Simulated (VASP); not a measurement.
## CuSi16 (a cell with a defect): single point with PBEsol

System: CuSi16 (a cell with a defect).

```
Si Cu
1.0
     0.00000    5.43000    5.43000
     5.43000    0.00000    5.43000
     5.43000    5.43000    0.00000
Si Cu
16 1
Cartesian
  0.1481 0.1461 -0.1558
  1.3573 1.3628 1.4234
  2.7624 2.7673 0.0060
  4.2279 4.2332 1.1984
  2.6536 -0.0672 2.7726
  3.9952 1.3665 4.0739
  5.4146 2.7685 2.6680
  6.7120 4.0374 4.1445
  -0.0709 2.6583 2.7716
  1.3688 3.9969 4.0675
  2.7660 5.4157 2.6652
  4.0314 6.7178 4.1421
  2.6607 2.6627 5.5123
  4.0127 4.0184 6.8558
  5.3627 5.3690 5.5005
  6.7164 6.7203 6.8344
  2.8961 2.8774 2.5339
```

* Program: VASP 6.6.1
* Task: single point
* Functional: PBEsol
* Potentials or basis: VASP PAW PBE potentials, release 64 (Si, Cu)
* Cutoff: 520 eV
* k mesh: 2 × 2 × 2
* Occupations: fermi-dirac, width 0.02 eV
* Spin: no spin polarisation
* Dipole correction: no
* Charge: 1
* Further INCAR settings: LREAL = Auto; ALGO = Normal; EDIFF = 1e-06; NBANDS = 52; NELECT = 74.0

```yaml
Largest_force: 0.044 eV/Å
```

Forces in eV/Å, atoms in the order of the input:
```
Si   0.000 -0.007  0.011
Si   0.006 -0.002 -0.028
Si  -0.012 -0.011  0.019
Si   0.014 -0.011 -0.026
Si  -0.004  0.003  0.008
Si   0.036 -0.025  0.002
Si   0.020 -0.011  0.009
Si   0.010  0.002 -0.009
Si  -0.011  0.007  0.002
Si  -0.016  0.018  0.001
Si  -0.023  0.026  0.019
Si   0.005  0.006 -0.008
Si  -0.008  0.002  0.012
Si   0.011 -0.002 -0.011
Si  -0.007  0.001  0.009
Si   0.008  0.004 -0.004
Cu  -0.029 -0.001 -0.006
```

Levels at points of the mesh, in eV from the Fermi level:
```csv
k point,band 33,band 34,band 35,band 36,band 37,band 38,band 39,band 40,band 41,band 42
"(0.00, 0.00, 0.00)",-0.94,-0.93,-0.73,-0.21,-0.20,0.19,0.48,0.48,0.50,0.54
"(0.50, 0.00, 0.00)",-2.05,-0.90,-0.86,-0.79,-0.71,0.52,0.96,1.15,1.21,1.38
"(0.00, 0.50, 0.00)",-2.05,-0.90,-0.85,-0.80,-0.72,0.52,0.96,1.15,1.21,1.38
"(0.00, 0.00, 0.50)",-2.04,-0.93,-0.93,-0.75,-0.74,0.30,1.16,1.19,1.20,1.35
"(0.50, 0.50, 0.50)",-2.05,-0.90,-0.86,-0.80,-0.73,0.52,0.97,1.15,1.21,1.39
"(0.50, 0.50, 0.00)",-1.85,-1.53,-1.45,-1.42,-1.00,0.58,0.94,1.91,1.97,2.04
"(0.00, 0.50, 0.50)",-1.85,-1.53,-1.45,-1.42,-1.01,0.58,0.94,1.91,1.97,2.04
"(0.50, 0.00, 0.50)",-1.86,-1.53,-1.46,-1.41,-1.01,0.58,0.93,1.91,1.97,2.04
```

Run time: 11 min on 1 thread of Intel Xeon 8259CL, with other jobs on the host, peak memory 0.5 GiB.

Caveat: the k points lie up to 0.50 Å⁻¹ apart; the cell carries a net charge on a neutralising background, which shifts energy and pressure; the cell is charged against a uniform background, so pressure and absolute levels hang on convention; the PAW data sets were made with another functional, which shifts forces and pressure a little.
